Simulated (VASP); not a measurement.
# Sb (Pm-3m) in VASP: single point with LDA

Aim: the single point of Sb with LDA.

Everything below comes from runs of VASP 6.6.1. Logs are shortened: lines on timing, memory, paths and dates and some standing lists are left out, and cuts for length are marked.

**1. The cell of the first run**

The structure is cubic, space group Pm-3m (No. 221). The conventional cell has a = 3.039 Å, b = 3.039 Å, c = 3.039 Å, α = 90.00°, β = 90.00°, γ = 90.00°. Within 4.0 Å of Sb (site symmetry m-3m) lie 6 Sb at 3.04 Å.

**2. Single point, LDA**

The input, INCAR:

```
  ALGO = Normal
  EDIFF = 1E-6
  ENCUT = 520
  GGA = CA
  ISIF = 2
  ISMEAR = -1
  LASPH = T
  LCHARG = F
  LREAL = F
  LWAVE = F
  NBANDS = 8
  NELM = 80
  PREC = Accurate
  SIGMA = 0.08
```

The input, KPOINTS:

```
k-points
0
Gamma
  10 10 10
```

The input, POSCAR:

```
Sb
1.0
    3.0387935434      0.0000000000      0.0000000000
    0.0000000000      3.0387935434      0.0000000000
    0.0000000000      0.0000000000      3.0387935434
Sb
1
Direct
    0.0000000000      0.0000000000      0.0000000000
```

Potentials or basis: VASP PAW LDA potentials, release 64 (Sb).

The run is started by

```sh
> cat potpaw_LDA.64/Sb/POTCAR > POTCAR
> mpirun -np 1 vasp_std > vasp.out
```

OUTCAR:

```text
EDIFF = 1E-6
   ENCUT = 520
   GGA = CA
   ISIF = 2
   ISMEAR = -1
   LASPH = T
   LREAL = F
   NELM = 80
   PREC = Accurate

 ion  position               nearest neighbor table
   1  0.000  0.000  0.000-

  LATTYP: Found a simple cubic cell.
 ALAT       =     3.0387935434

  Lattice vectors:

 A1 = (   3.0387935434,   0.0000000000,   0.0000000000)
 A2 = (   0.0000000000,   3.0387935434,   0.0000000000)
 A3 = (   0.0000000000,   0.0000000000,   3.0387935434)

Analysis of symmetry for initial positions (statically):
=====================================================================
 Subroutine PRICEL returns:
 Original cell was already a primitive cell.

 Routine SETGRP: Setting up the symmetry group for a
 simple cubic supercell.

 Subroutine GETGRP returns: Found 48 space group operations
[... 9 lines left out ...]

 Routine SETGRP: Setting up the symmetry group for a
 simple cubic supercell.

 Subroutine GETGRP returns: Found 48 space group operations
[... 11 lines left out ...]
                                     Primitive cell

  volume of cell :      28.0610

  direct lattice vectors                    reciprocal lattice vectors
     3.038793543  0.000000000  0.000000000     0.329077967  0.000000000  0.000000000
     0.000000000  3.038793543  0.000000000     0.000000000  0.329077967  0.000000000
     0.000000000  0.000000000  3.038793543     0.000000000  0.000000000  0.329077967

  length of vectors
     3.038793543  3.038793543  3.038793543     0.329077967  0.329077967  0.329077967

  position of ions in fractional coordinates (direct lattice)
     0.000000000  0.000000000  0.000000000

  ion indices of the primitive-cell ions
   primitive index   ion index
                 1           1

----------------------------------------------------------------------------------------

 KPOINTS: k-points

Automatic generation of k-mesh.
 Grid dimensions read from file:
 generate k-points for:   10   10   10

 Generating k-lattice:

  Cartesian coordinates                     Fractional coordinates (reciprocal lattice)
     0.032907797  0.000000000  0.000000000     0.100000000  0.000000000  0.000000000
     0.000000000  0.032907797  0.000000000     0.000000000  0.100000000  0.000000000
     0.000000000  0.000000000  0.032907797     0.000000000  0.000000000  0.100000000

  Length of vectors
     0.032907797  0.032907797  0.032907797

  Shift w.r.t. Gamma in fractional coordinates (k-lattice)
     0.000000000  0.000000000  0.000000000

 Subroutine IBZKPT returns following result:
 ===========================================

 Found     56 irreducible k-points:

 Following reciprocal coordinates:
            Coordinates               Weight
  0.000000  0.000000  0.000000      1.000000
  0.100000  0.000000  0.000000      6.000000
  0.200000  0.000000  0.000000      6.000000
  0.300000  0.000000  0.000000      6.000000
  0.400000  0.000000  0.000000      6.000000
  0.500000  0.000000  0.000000      3.000000
[... 16 lines left out ...]
  0.200000  0.100000  0.100000     24.000000
  0.300000  0.100000  0.100000     24.000000
 [... further k-points ...]
   k-points           NKPTS =     56   k-points in BZ     NKDIM =     56   number of bands    NBANDS=      8
   number of dos      NEDOS =    301   number of ions     NIONS =      1
   total plane-waves  NPLWV =  13824
   dimension x,y,z NGX =    24 NGY =   24 NGZ =   24
   dimension x,y,z NGXF=    48 NGYF=   48 NGZF=   48
   ions per type =               1
   NGX,Y,Z   is equivalent  to a cutoff of  13.13, 13.13, 13.13 a.u.
   NGXF,Y,Z  is equivalent  to a cutoff of  26.26, 26.26, 26.26 a.u.
 SYSTEM =  unknown system
   PREC   = accura    normal or accurate (medium, high low for compatibility)
   ISTART =      0    job   : 0-new  1-cont  2-samecut
   ICHARG =      2    charge: 1-file 2-atom 10-const
   ISPIN  =      1    spin polarized calculation?
   LNONCOLLINEAR =      F non collinear calculations
   LSORBIT =      F    spin-orbit coupling
   LASPH  =      T    aspherical Exc in radial PAW
   ENCUT  =  520.0 eV  38.22 Ry    6.18 a.u.   5.65  5.65  5.65*2*pi/ulx,y,z
   NELM   =     80;   NELMIN=  2; NELMDL= -5     # of ELM steps
   EDIFF  = 0.1E-05   stopping-criterion for ELM
   LREAL  =      F    real-space projection
   EDIFFG = 0.1E-04   stopping-criterion for IOM
   NSW    =      0    number of steps for IOM
   IBRION =     -1    ionic relax: 0-MD 1-quasi-New 2-CG
   NFREE  =      0    steps in history (QN), initial steepest desc. (CG)
   ISIF   =      2    stress and relaxation
   ISYM   =      2    0-nonsym 1-usesym 2-fastsym
   POTIM  = 0.5000    time-step for ionic-motion
   TEBEG  =    0.0;   TEEND  =   0.0 temperature during run
   PSTRESS=    0.0 pullay stress
   NELECT =       5.0000    total number of electrons
   NUPDOWN=      -1.0000    fix difference up-down
   EMIN   =  10.00;   EMAX   =-10.00  energy-range for DOS
   EFERMI =   0.00;   METHOD = LEGACY
   ISMEAR =    -1;   SIGMA  =   0.08  broadening in eV -4-tet -1-fermi 0-gaus
   EFERMI_NEDOS =   21; number of points for ismear=-14 and -15
   IALGO  =     38    algorithm
   IMIX   =      4    mixing-type and parameters
     AMIX     =   0.40;   BMIX     =  1.00
     AMIX_MAG =   1.60;   BMIX_MAG =  1.00
  volume/ion in A,a.u.               =      28.06       189.37
  Fermi-wavevector in a.u.,A,eV,Ry     =   0.921221  1.740854 11.546549  0.848647
  Thomas-Fermi vector in A             =   2.046613
   LORBIT       =      0    0 simple, 1 ext, 2 COOP (PROOUT), +10 PAW based schemes
   GGA     = CA    functional components
   LHFCALC =     F    Hartree Fock is set to
   AEXX    =    0.0000 exact exchange contribution
   IVDW    =     0    specifies the selected vdW correction
   LEPSILON=     F    determine dielectric tensor
   LRPA    =     F    only Hartree local field effects (RPA)
 non-spin polarized calculation
  energy-cutoff  :      520.00
  volume of cell :       28.06
 maximum number of plane-waves:       772
 NGX is ok and might be reduce to    24
   NGX = 11   NGY = 11   NGZ = 11

 number of electron       5.0000000 magnetization

 Free energy of the ion-electron system (eV)
  ---------------------------------------------------
  ext. energy  EPLUGINS =         0.00000000
  ---------------------------------------------------
  free energy    TOTEN  =        -4.80783943 eV

  energy without entropy =       -4.80067142  energy(sigma->0) =       -4.80425542

 E-fermi :   7.6962     XC(G=0): -10.0555

 val. band max:        7.6194370053   @ k =   0.5000   0.3000   0.3000
 cond. band min:       7.7188334016   @ k =   0.2000   0.2000   0.0000
 fundamental gap:      0.0993963963
 Fermi energy:         7.6962182574

 k-point     1 :       0.0000    0.0000    0.0000
  band No.  band energies     occupation
      1      -5.0883      2.00000
      2      11.1816      0.00000
      3      11.1816      0.00000
      4      11.1816      0.00000
      5      14.7518      0.00000
      6      14.7518      0.00000
      7      16.3738      0.00000
      8      24.5981      0.00000

 k-point     2 :       0.1000    0.0000    0.0000
  band No.  band energies     occupation
      1      -4.9345      2.00000
      2       9.4913      0.00000
      3      11.3349      0.00000
      4      11.3349      0.00000
      5      14.8660      0.00000
      6      15.6248      0.00000
      7      17.4747      0.00000
      8      23.8173      0.00000

 k-point     3 :       0.2000    0.0000    0.0000
  band No.  band energies     occupation
      1      -4.4808      2.00000
      2       6.9044      1.99990
      3      11.7723      0.00000
      4      11.7723      0.00000
      5      15.2046      0.00000
      6      16.2035      0.00000
      7      20.2568      0.00000
      8      22.3560      0.00000

 k-point     4 :       0.3000    0.0000    0.0000
  band No.  band energies     occupation
      1      -3.7638      2.00000
      2       4.5148      2.00000
      3      12.4126      0.00000
      4      12.4126      0.00000
      5      15.7485      0.00000
      6      16.8745      0.00000
      7      20.8600      0.00000
      8      20.8600      0.00000

 k-point     5 :       0.4000    0.0000    0.0000
  band No.  band energies     occupation
      1      -2.9221      2.00000
      2       2.6317      2.00000
      3      13.0663      0.00000
      4      13.0663      0.00000
      5      16.4155      0.00000
      6      17.7658      0.00000
      7      19.6600      0.00000
      8      19.6600      0.00000

 k-point     6 :       0.5000    0.0000    0.0000
  band No.  band energies     occupation
      1      -2.4522      2.00000
      2       1.8094      2.00000
      3      13.3714      0.00000
      4      13.3714      0.00000
      5      16.8206      0.00000
      6      18.5260      0.00000
      7      19.1682      0.00000
      8      19.1682      0.00000

 k-point     7 :       0.1000    0.1000    0.0000
  band No.  band energies     occupation
      1      -4.7806      2.00000
      2       9.5286      0.00000
      3       9.7615      0.00000
      4      11.4885      0.00000
      5      15.3232      0.00000
      6      16.7611      0.00000
      7      17.9362      0.00000
      8      22.6222      0.00000
[... 133 lines left out ...]
 k-point    20 :       0.5000    0.4000    0.0000
  band No.  band energies     occupation
      1      -0.1816      2.00000
      2       3.6798      2.00000
      3       4.9047      2.00000
      4      10.3844      0.00000
      5      15.3161      0.00000
      6      19.8451      0.00000
      7      20.6246      0.00000
      8      20.8746      0.00000

 k-point    21 :       0.5000    0.5000    0.0000
  band No.  band energies     occupation
      1       0.3622      2.00000
      2       4.0020      2.00000
      3       4.0020      2.00000
      4       9.7719      0.00000
      5      15.6296      0.00000
      6      20.6950      0.00000
      7      20.9226      0.00000
      8      20.9227      0.00000

 k-point    22 :       0.1000    0.1000    0.1000
  band No.  band energies     occupation
      1      -4.6268      2.00000
      2       9.6769      0.00000
      3       9.6769      0.00000
      4      10.0451      0.00000
      5      16.8765      0.00000
      6      16.8765      0.00000
      7      18.2853      0.00000
      8      22.5293      0.00000

 k-point    23 :       0.2000    0.1000    0.1000
  band No.  band energies     occupation
      1      -4.1728      2.00000
      2       7.1954      1.99619
      3      10.1026      0.00000
      4      10.3913      0.00000
      5      17.2115      0.00000
      6      17.8833      0.00000
      7      20.0521      0.00000
      8      20.6272      0.00000

 k-point    24 :       0.3000    0.1000    0.1000
  band No.  band energies     occupation
      1      -3.4553      2.00000
      2       4.8103      2.00000
      3      10.7365      0.00000
      4      11.0747      0.00000
      5      17.7043      0.00000
      6      17.8056      0.00000
      7      18.8813      0.00000
      8      19.9228      0.00000

 [... further k-points ...]
[... 5 lines left out ...]
  --------------------------------------------------------------------------------------
  -------------------------------------------------------------------------------------
  Total        0.0405534      0.0405534      0.0405534      0.0000000      0.0000000     -0.0000000
  in kB        2.3154415      2.3154415      2.3154415      0.0000000      0.0000000     -0.0000000
  external PRESSURE =       2.3154415 kB  Pullay stress =       0.0000000 kB

 VOLUME and BASIS-vectors are now :
 -----------------------------------------------------------------------------
  energy-cutoff  :      520.00
  volume of cell :       28.06
      direct lattice vectors                 reciprocal lattice vectors
     3.038793543  0.000000000  0.000000000     0.329077967  0.000000000  0.000000000
     0.000000000  3.038793543  0.000000000     0.000000000  0.329077967  0.000000000
     0.000000000  0.000000000  3.038793543     0.000000000  0.000000000  0.329077967

 POSITION                                       TOTAL-FORCE (eV/Angst)
 -----------------------------------------------------------------------------------
      0.00000      0.00000      0.00000         0.000000      0.000000      0.000000
 -----------------------------------------------------------------------------------
    total drift:                               -0.000000      0.000000      0.000000

  FREE ENERGIE OF THE ION-ELECTRON SYSTEM (eV)
  ---------------------------------------------------
  free  energy   TOTEN  =        -4.8078394254 eV

  energy  without entropy=       -4.8006714195  energy(sigma->0) =       -4.80425542
```

Wall time 8.3 s (1 thread of AMD EPYC 7R13, shared host); peak memory 0.1 GiB.

What came out:

| Property | Result |
| --- | --- |
| Free energy | -4.8078 eV |
| Pressure | 0.2 GPa |

Caveat: spin-orbit coupling is left out, which moves the levels of the heavy elements.
